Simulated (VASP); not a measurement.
# GaP (I-4m2) in VASP: a series of runs, part 2 of 2

VASP 6.6.1.

### 4 Electric field gradients, PBEsol (zz strain of +2 %)

Input file INCAR:

```
SYSTEM = GaP
PREC = Accurate
ENCUT = 520
EDIFF = 1E-8
ISMEAR = -1
SIGMA = 0.08
LREAL = .False.
LASPH = .True.
NELM = 80
ALGO = Normal
ISIF = 2
LWAVE = .False.
LCHARG = .False.
GGA = PS
LEFG = .True.
NBANDS = 16
```

Input file KPOINTS:

```
regular mesh
0
Gamma
  12 12 12
  0 0 0
```

Input file POSCAR:

```
GaP
1.0
    0.0000000000      2.7252500000      2.7797550000
    2.7252500000      0.0000000000      2.7797550000
    2.7252500000      2.7252500000      0.0000000000
Ga P
1 1
Direct
    0.0000000000      0.0000000000      0.0000000000
    0.7500000000      0.7500000000      0.7500000000
```

Potentials or basis: VASP PAW PBE potentials, release 64 (Ga_d, P).

On the command line:

```bash
> cat potpaw_PBE.64/Ga_d/POTCAR potpaw_PBE.64/P/POTCAR > POTCAR
> mpirun -np 1 vasp_std > vasp.out
```

OUTCAR:

```text
SYSTEM = GaP
   PREC = Accurate
   ENCUT = 520
   EDIFF = 1E-8
   ISMEAR = -1
   LREAL = .False.
   LASPH = .True.
   NELM = 80
   ISIF = 2
   GGA = PS

 ion  position               nearest neighbor table
   1  0.000  0.000  0.000-   2 2.38   2 2.38   2 2.38   2 2.38
   2  0.750  0.750  0.750-   1 2.38   1 2.38   1 2.38   1 2.38

  LATTYP: Found a body centered tetragonal cell.
 ALAT       =     3.8540855109
 C/A-ratio  =     1.4424978336

  Lattice vectors:

 A1 = (  -2.7252500000,   0.0000000000,   2.7797550000)
 A2 = (   2.7252500000,   0.0000000000,   2.7797550000)
 A3 = (   0.0000000000,   2.7252500000,  -2.7797550000)

Analysis of symmetry for initial positions (statically):
=====================================================================
 Subroutine PRICEL returns:
 Original cell was already a primitive cell.

 Routine SETGRP: Setting up the symmetry group for a
 body centered tetragonal supercell.

 Subroutine GETGRP returns: Found  8 space group operations
 (whereof  8 operations were pure point group operations)
 out of a pool of 16 trial point group operations.

The static configuration has the point symmetry D_2d.

Analysis of symmetry for dynamics (positions and initial velocities):
=====================================================================
 Subroutine PRICEL returns:
 Original cell was already a primitive cell.

 Routine SETGRP: Setting up the symmetry group for a
 body centered tetragonal supercell.

 Subroutine GETGRP returns: Found  8 space group operations
 (whereof  8 operations were pure point group operations)
 out of a pool of 16 trial point group operations.

The dynamic configuration has the point symmetry D_2d.

 Subroutine INISYM returns: Found  8 space group operations
 (whereof  8 operations are pure point group operations),
 and found     1 'primitive' translations

----------------------------------------------------------------------------------------

                                     Primitive cell

  volume of cell :      41.2904

  direct lattice vectors                    reciprocal lattice vectors
     0.000000000  2.725250000  2.779755000    -0.183469406  0.183469406  0.179871967
     2.725250000  0.000000000  2.779755000     0.183469406 -0.183469406  0.179871967
     2.725250000  2.725250000  0.000000000     0.183469406  0.183469406 -0.179871967

  length of vectors
     3.892817158  3.892817158  3.854085511     0.315715015  0.315715015  0.315715015

  position of ions in fractional coordinates (direct lattice)
     0.000000000  0.000000000  0.000000000
     0.750000000  0.750000000  0.750000000

  ion indices of the primitive-cell ions
   primitive index   ion index
                 1           1
                 2           2

----------------------------------------------------------------------------------------

 KPOINTS: regular mesh

Automatic generation of k-mesh.
[... 73 lines left out ...]
   ISYM   =      2    0-nonsym 1-usesym 2-fastsym
   POTIM  = 0.5000    time-step for ionic-motion
   TEBEG  =    0.0;   TEEND  =   0.0 temperature during run
   PSTRESS=    0.0 pullay stress
   NELECT =      18.0000    total number of electrons
   NUPDOWN=      -1.0000    fix difference up-down
   EMIN   =  10.00;   EMAX   =-10.00  energy-range for DOS
   EFERMI =   0.00;   METHOD = LEGACY
   ISMEAR =    -1;   SIGMA  =   0.08  broadening in eV -4-tet -1-fermi 0-gaus
   EFERMI_NEDOS =   21; number of points for ismear=-14 and -15
   IALGO  =     38    algorithm
   IMIX   =      4    mixing-type and parameters
     AMIX     =   0.40;   BMIX     =  1.00
     AMIX_MAG =   1.60;   BMIX_MAG =  1.00
  volume/ion in A,a.u.               =      20.65       139.32
  Fermi-wavevector in a.u.,A,eV,Ry     =   1.241317  2.345748 20.964770  1.540867
  Thomas-Fermi vector in A             =   2.375720
   LORBIT       =      0    0 simple, 1 ext, 2 COOP (PROOUT), +10 PAW based schemes
   GGA     = PS    functional components
   LHFCALC =     F    Hartree Fock is set to
   AEXX    =    0.0000 exact exchange contribution
   IVDW    =     0    specifies the selected vdW correction
   LEPSILON=     F    determine dielectric tensor
   LRPA    =     F    only Hartree local field effects (RPA)
 non-spin polarized calculation
  energy-cutoff  :      520.00
  volume of cell :       41.29
 maximum number of plane-waves:      1136
 NGX is ok and might be reduce to    30
   NGX = 15   NGY = 15   NGZ = 15

 number of electron      17.9999996 magnetization

 Free energy of the ion-electron system (eV)
  ---------------------------------------------------
  ext. energy  EPLUGINS =         0.00000000
  ---------------------------------------------------
  free energy    TOTEN  =        -9.91364235 eV

  energy without entropy =       -9.91363934  energy(sigma->0) =       -9.91364085

 E-fermi :   5.0940     XC(G=0):  -9.9328

 val. band max:        4.4047321399   @ k =   0.0000   0.0000   0.0000
 cond. band min:       5.8137996672   @ k =   0.4167   0.0000   0.4167
 fundamental gap:      1.4090675273
 Fermi energy:         5.0940135123

 k-point     1 :       0.0000    0.0000    0.0000
  band No.  band energies     occupation
      1     -10.1430      2.00000
      2     -10.1371      2.00000
      3     -10.1371      2.00000
      4     -10.0458      2.00000
      5     -10.0430      2.00000
      6      -8.0079      2.00000
[... 433 lines left out ...]
      3     -10.1046      2.00000
      4     -10.0417      2.00000
      5     -10.0410      2.00000
      6      -5.7682      2.00000
[... 8 lines left out ...]
     15      14.6062      0.00000
     16      16.0633      0.00000

 [... further k-points ...]

------------------------ aborting loop because EDIFF is reached ----------------------------------------

  FORCE on cell =-STRESS in cart. coord.  units (eV):
  Direction    XX          YY          ZZ          XY          YZ          ZX
  --------------------------------------------------------------------------------------
  -------------------------------------------------------------------------------------
  Total       -0.4265945     -0.4265945     -0.8193677      0.0000000      0.0000000      0.0000000
  in kB      -16.5529947    -16.5529947    -31.7936385      0.0000000      0.0000000      0.0000000
  external PRESSURE =     -21.6332093 kB  Pullay stress =       0.0000000 kB

 VOLUME and BASIS-vectors are now :
 -----------------------------------------------------------------------------
  energy-cutoff  :      520.00
  volume of cell :       41.29
      direct lattice vectors                 reciprocal lattice vectors
     0.000000000  2.725250000  2.779755000    -0.183469406  0.183469406  0.179871967
     2.725250000  0.000000000  2.779755000     0.183469406 -0.183469406  0.179871967
     2.725250000  2.725250000  0.000000000     0.183469406  0.183469406 -0.179871967

 POSITION                                       TOTAL-FORCE (eV/Angst)
 -----------------------------------------------------------------------------------
      0.00000      0.00000      0.00000        -0.000000     -0.000000     -0.000000
      4.08788      4.08788      4.16963         0.000000      0.000000      0.000000
 -----------------------------------------------------------------------------------
    total drift:                               -0.000001     -0.000001     -0.000000

  FREE ENERGIE OF THE ION-ELECTRON SYSTEM (eV)
  ---------------------------------------------------
  free  energy   TOTEN  =        -9.9136423520 eV

  energy  without entropy=       -9.9136393430  energy(sigma->0) =       -9.91364085

 Electric field gradients (V/A^2)
---------------------------------------------------------------------
 ion       V_xx      V_yy      V_zz      V_xy      V_xz      V_yz
---------------------------------------------------------------------
   1       1.658     1.658    -3.316    -0.002    -0.002    -0.002
   2      -1.190    -1.190     2.381    -0.000    -0.000    -0.000
---------------------------------------------------------------------

 Electric field gradients after diagonalization (V/A^2)
 (convention: |V_zz| > |V_xx| > |V_yy|)
----------------------------------------------------------------------
 ion       V_xx      V_yy      V_zz     asymmetry (V_yy - V_xx)/ V_zz
----------------------------------------------------------------------
   1       1.660     1.656    -3.316       0.001
   2      -1.191    -1.190     2.381       0.000
----------------------------------------------------------------------

           NMR quadrupolar parameters

 Cq : quadrupolar parameter    Cq=e*Q*V_zz/h
 eta: asymmetry parameters     (V_yy - V_xx)/ V_zz
 Q  : nuclear electric quadrupole moment in mb (millibarn)
----------------------------------------------------------------------
 ion       Cq(MHz)       eta       Q (mb)
----------------------------------------------------------------------
   1      -0.008       0.001       1.000
   2       0.006       0.000       1.000
----------------------------------------------------------------------
```

OSZICAR:

```text
N       E                     dE             d eps       ncg     rms          rms(c)
DAV:   1     0.783644817099E+02    0.78364E+02   -0.89951E+03  5424   0.160E+03
DAV:   2    -0.399869220188E+01   -0.82363E+02   -0.78228E+02  5984   0.307E+02
DAV:   3    -0.100903163857E+02   -0.60916E+01   -0.60700E+01  6472   0.647E+01
DAV:   4    -0.101879499365E+02   -0.97634E-01   -0.97610E-01  6528   0.883E+00
DAV:   5    -0.101898063422E+02   -0.18564E-02   -0.18563E-02  6752   0.107E+00    0.402E+00
DAV:   6    -0.995213126915E+01    0.23768E+00   -0.34888E-01  8176   0.111E+01    0.254E+00
DAV:   7    -0.991622621449E+01    0.35905E-01   -0.76047E-02  7296   0.210E+00    0.964E-01
DAV:   8    -0.991343189253E+01    0.27943E-02   -0.11488E-02  6248   0.123E+00    0.161E-01
DAV:   9    -0.991358741486E+01   -0.15552E-03   -0.97220E-04  7528   0.424E-01    0.636E-02
DAV:  10    -0.991361491964E+01   -0.27505E-04   -0.59119E-05  7656   0.785E-02    0.284E-02
DAV:  11    -0.991364233181E+01   -0.27412E-04   -0.28483E-05  6200   0.538E-02    0.578E-03
DAV:  12    -0.991364222786E+01    0.10396E-06   -0.10098E-06  6496   0.107E-02    0.414E-03
DAV:  13    -0.991364235451E+01   -0.12666E-06   -0.35900E-07  6944   0.495E-03    0.136E-03
DAV:  14    -0.991364235203E+01    0.24784E-08   -0.65445E-09  5112   0.779E-04
   1 F= -.99136424E+01 E0= -.99136408E+01  d E =-.300907E-05
```

Wall time 2.9 min (1 thread of Intel Xeon 8259CL, shared host); peak memory 0.25 GiB.

What came out:

```
Free energy                             : -9.9136 eV
Pressure                                : -2.2 GPa
Band gap on the k mesh                  : 1.41 eV (least direct gap 1.55 eV)
Largest electric field gradient by atom : Ga -3.3; P +2.4 V/Å²
```

Levels at points of the mesh, in eV from the valence-band top:
| k point | band 5 | band 6 | band 7 | band 8 | band 9 | band 10 | band 11 | band 12 | band 13 | band 14 |
| --- | --- | --- | --- | --- | --- | --- | --- | --- | --- | --- |
| (0.00, 0.00, 0.00) | -14.45 | -12.41 | -0.11 | 0.00 | 0.00 | 1.55 | 3.78 | 3.78 | 3.83 | 8.44 |
| (0.50, 0.00, 0.00) | -14.44 | -10.39 | -6.62 | -1.22 | -1.06 | 1.48 | 4.55 | 4.69 | 8.02 | 10.55 |
| (0.50, 0.50, 0.00) | -14.43 | -9.56 | -6.84 | -2.59 | -2.59 | 1.61 | 1.82 | 10.37 | 10.37 | 10.75 |
| (0.50, 0.00, 0.50) | -14.43 | -9.47 | -6.71 | -2.73 | -2.72 | 1.48 | 1.64 | 10.33 | 10.34 | 10.91 |

Electric field gradients, principal values (V/Å²):
```
atom   least  middle  greatest (by size)
1 Ga   1.656   1.660              -3.316
 2 P  -1.190  -1.191               2.381
```

Caveat: the cell differs from its parent crystal (zz strain of +2 %); without QUAD_EFG the Cq values of the log hold for a quadrupole moment of 1 mb, not for the nuclei; the PAW data sets were made with another functional, which shifts forces and pressure a little. A k mesh can miss the band edges.
